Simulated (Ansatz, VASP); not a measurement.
Ta in VASP and in Ansatz

```
Ta
1.0
    -1.62651    1.62651    1.67605
     1.62651   -1.62651    1.67605
     1.62651    1.62651   -1.67605
Ta
1
Cartesian
  0.0000 0.0000 0.0000
```

Change from the starting cell: strain -0.015 along x and y, +0.015 along z, atoms carried along.

Alike in both runs: task single point; functional PBEsol; k mesh 20 × 20 × 20; occupations gaussian, width 0.15 eV; no spin polarisation.

|  | VASP | Ansatz |
| --- | --- | --- |
| version | VASP 6.6.1 | Ansatz 0.2.0 |
| potentials or method | VASP PAW PBE potentials, release 64 (Ta_pv), cutoff 520 eV | scalar-relativistic, plane waves, PAW |
| valence electrons in the cell | 11 | 13 |

```csv
,VASP,Ansatz,Ansatz less VASP
gap on the k mesh at the Fermi level (eV),none,none,-
pressure (GPa),-0.5,-0.6,-0.18
"traceless stress, the component that is largest in VASP (GPa)",-2.44,-2.44,-0.003
```

VASP's potentials were made for PBE, not for PBEsol. A gap of «none» marks a metal or a gap that the smearing closes. VASP's potentials hold 11 valence electrons a cell and Ansatz's 13, so a difference there can come from the potentials and not from the codes.

Neither program's run includes spin-orbit coupling.
